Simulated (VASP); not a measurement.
Input of a VASP 6.6.1 run:

INCAR

```
SYSTEM = TiAl
PREC = Accurate
ENCUT = 520
EDIFF = 1E-7
ISMEAR = 0
SIGMA = 0.15
LREAL = .FALSE.
LASPH = .TRUE.
NELM = 150
ALGO = Normal
ISIF = 2
LWAVE = .FALSE.
LCHARG = .FALSE.
ISPIN = 2
MAGMOM = 0.375 0
LORBIT = 11
NUPDOWN = 0.375
LMAXMIX = 4
GGA = PS
NBANDS = 18
```

KPOINTS

```
Automatic mesh
0
G
  21 21 12
  0 0 0
```

File POSCAR:

```
TiAl
1.0
    2.7694960644      0.0000000000      0.0000000000
   -1.3847480322      2.3984539475      0.0000000000
    0.0000000000      0.0000000000      4.4925796926
Ti Al
1 1
Direct
    0.0000000000      0.0000000000      0.0000000000
    0.3333333333      0.6666666667      0.5000000000
```

Potentials or basis: VASP PAW PBE potentials, release 64 (Ti_sv, Al).

Launch:

```console
$ cat potpaw_PBE.64/Ti_sv/POTCAR potpaw_PBE.64/Al/POTCAR > POTCAR
$ mpirun -np 1 vasp_std > vasp.out
```

(1) Predict the pressure.

## Answers

(1) 11.1 GPa.

Caveat: the cell stands under pressure; the PAW data sets were made with another functional, which shifts forces and pressure a little; the total moment is fixed, so each spin has its own Fermi level.
